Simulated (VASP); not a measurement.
## Hf: single point with r2SCANh

The system is Hf.

```
Hf
1.0
     2.85433    0.00000    0.00000
     0.00000    2.85433    0.00000
     0.00000    0.00000    2.85433
Hf
1
Direct
  0.50000 0.50000 0.50000
```

This isn't the form of Hf at room conditions, which is hcp.

```
Program                            : VASP 6.6.1
Task                               : single point
Functional                         : r2SCANh
Potentials or basis                : VASP PAW PBE potentials, release 64 (Hf_pv)
Cutoff                             : 520 eV
k mesh                             : 5 × 5 × 5
Occupations                        : fermi-dirac, width 0.05 eV
Spin                               : no spin polarisation
Dipole correction                  : no
Grid for exact exchange (PRECFOCK) : Normal
Further INCAR settings             : ALGO = Normal; EDIFF = 1e-07; NBANDS = 11
Share of exact exchange            : 0.1
```

```
Pressure               : 5.2 GPa
Band gap on the k mesh : zero (bands 5 and 6 overlap by 2.49 eV)
```

Levels at points of the mesh, in eV from the Fermi level:
| k point | band 1 | band 2 | band 3 | band 4 | band 5 | band 6 | band 7 | band 8 | band 9 | band 10 |
| --- | --- | --- | --- | --- | --- | --- | --- | --- | --- | --- |
| (0.00, 0.00, 0.00) | -32.02 | -32.02 | -32.02 | -7.64 | -2.03 | -2.03 | 7.68 | 7.68 | 7.68 | 12.75 |

It took 98 s on 1 thread of Intel(R) Xeon(R) Platinum 8488C (Sapphire Rapids), with other jobs on the host, peak memory 0.15 GiB.

Caveat: the k points lie up to 0.44 Å⁻¹ apart, too coarse for converged energies and pressures of a metal; the PAW data sets were made with another functional, which shifts forces and pressure a little; spin-orbit coupling is left out, which moves the levels of the heavy elements.
